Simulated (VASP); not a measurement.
WS2: single point with PBEsol

Crystal: WS2.

```
W S
1.0
     5.82332    0.00000    0.00000
     0.00000    5.82332    0.00000
     0.00000    0.00000    3.17934
W S
2 4
Direct
  0.50000 0.50000 0.50000
  0.00000 0.00000 0.00000
  0.71477 0.71477 0.00000
  0.78523 0.21477 0.50000
  0.28523 0.28523 0.00000
  0.21477 0.78523 0.50000
```

```json
{"Program": "VASP 6.6.1", "Task": "single point", "Functional": "PBEsol", "Potentials or basis": "VASP PAW PBE potentials, release 64 (W_sv, S)", "Cutoff": "520 eV", "k mesh": "4 × 4 × 6", "Occupations": "fermi-dirac, width 0.03 eV", "Spin": "no spin polarisation", "Dipole correction": "no", "Further INCAR settings": "ALGO = Normal; EDIFF = 1e-06; NBANDS = 35"}
```

```json
{"Pressure": "0.2 GPa", "Largest force": "0.006 eV/Å", "Band gap on the k mesh": "zero (band 26 reaches 7.82 eV, above the bottom of band 27 at 6.82 eV)"}
```

Forces in eV/Å, atoms in the order of the input:
```
W    0.000  0.000  0.000
W    0.000  0.000  0.000
S    0.004  0.004  0.000
S   -0.004  0.004  0.000
S   -0.004 -0.004  0.000
S    0.004 -0.004  0.000
```

Stress tensor (GPa, compression positive):
```
0.22 0.00 0.00
0.00 0.22 0.00
0.00 0.00 0.13
```

Levels at points of the mesh, in eV from the Fermi level:
| k point | band 24 | band 25 | band 26 | band 27 | band 28 | band 29 |
| --- | --- | --- | --- | --- | --- | --- |
| (0.00, 0.00, 0.00) | -1.16 | -1.16 | -0.29 | -0.19 | -0.19 | 0.24 |
| (0.50, 0.00, 0.00) | -1.89 | -1.01 | -1.01 | 1.19 | 1.19 | 1.19 |
| (0.50, 0.50, 0.00) | -2.44 | -1.08 | -1.08 | -0.16 | -0.16 | 2.32 |
| (0.00, 0.00, 0.50) | -2.96 | 0.64 | 0.64 | 1.20 | 1.20 | 2.08 |
| (0.50, 0.00, 0.50) | -1.96 | -1.69 | -1.69 | 1.78 | 1.78 | 2.09 |
| (0.50, 0.50, 0.50) | -1.83 | -0.10 | -0.10 | 0.10 | 0.10 | 2.22 |

It took 2.6 min on 1 thread of AMD EPYC 7R43 64-Core Processor (Zen 3) (shared host), peak memory 0.22 GiB.

Caveat: the PAW data sets were made with another functional, which shifts forces and pressure a little; spin-orbit coupling is left out, which moves the levels of the heavy elements.
